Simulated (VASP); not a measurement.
Set up this calculation in VASP 6.6.1, as the native input.

```
Task                   : single point
Functional             : PBEsol
Potentials or basis    : VASP PAW PBE potentials, release 64 (Mn_sv, S)
Cutoff                 : 680 eV
k mesh                 : 6 × 6 × 6
Occupations            : gaussian, width 0.05 eV
Spin                   : collinear spin, ferromagnetic start
Starting moments       : [4.47, 4.47, 0.13, 0.13] μB
Hubbard terms          : Mn d U = 4.0 eV, J = 0.9 eV
Dipole correction      : no
LDAUTYPE               : 1
Hund's J               : 0.9
Further INCAR settings : ALGO = Normal; EDIFF = 1e-06; NBANDS = 33
```

The structure of MnS lies in POSCAR:

```
MnS
1.0
    0.0000000000      2.6122498900      2.6122498900
    5.2244997800      2.6122498900      2.6122498900
    5.2244997800      5.2244997800      0.0000000000
Mn S
2 2
Direct
    0.0000000000      0.0000000000      0.0000000000
    0.0000000000      0.0000000000      0.5000000000
    0.5000000000      0.5000000000      0.0000000000
    0.5000000000      0.5000000000      0.5000000000
```

One way to write it, as run:

INCAR

```
SYSTEM = MnS
PREC = Accurate ; ENCUT = 680
EDIFF = 1E-6 ; ISMEAR = 0
SIGMA = 0.05 ; LREAL = .False.
LASPH = .True. ; NELM = 200
ALGO = Normal ; ISIF = 2
LWAVE = .False. ; LCHARG = .False.
ISPIN = 2 ; MAGMOM = 4.47 4.47 0.13 0.13
LORBIT = 11 ; LMAXMIX = 4
LDAU = .True. ; LDAUTYPE = 1
LDAUL = 2 -1 ; LDAUU = 4 0
LDAUJ = 0.9 0 ; LDAUPRINT = 1
GGA = PS ; NBANDS = 33
GGA_COMPAT = .False.
```

KPOINTS

```
regular mesh
0
Gamma
  6 6 6
  0 0 0
```

Potentials or basis: VASP PAW PBE potentials, release 64 (Mn_sv, S).

The run is started by

```bash
$ cat potpaw_PBE.64/Mn_sv/POTCAR potpaw_PBE.64/S/POTCAR > POTCAR
$ mpirun -np 1 vasp_std > vasp.out
```

It gave:

```
Pressure                                              : -1.5 GPa
Band gap on the k mesh                                : 0.07 eV
Net moment                                            : 9.99 μB per cell
Site moments                                          : Mn +4.38; S +0.10 μB
Valence electrons inside the program's atomic spheres : Mn 12.81; S 3.74
```

Caveat: the PAW data sets were made with another functional, which shifts forces and pressure a little; the run started ferromagnetic, and an antiferromagnetic order may lie lower in energy.

Wall time 6.7 min on 1 thread of Intel(R) Xeon(R) Platinum 8375C CPU @ 2.90GHz (Ice Lake), with other jobs on the host, peak memory 0.52 GiB.
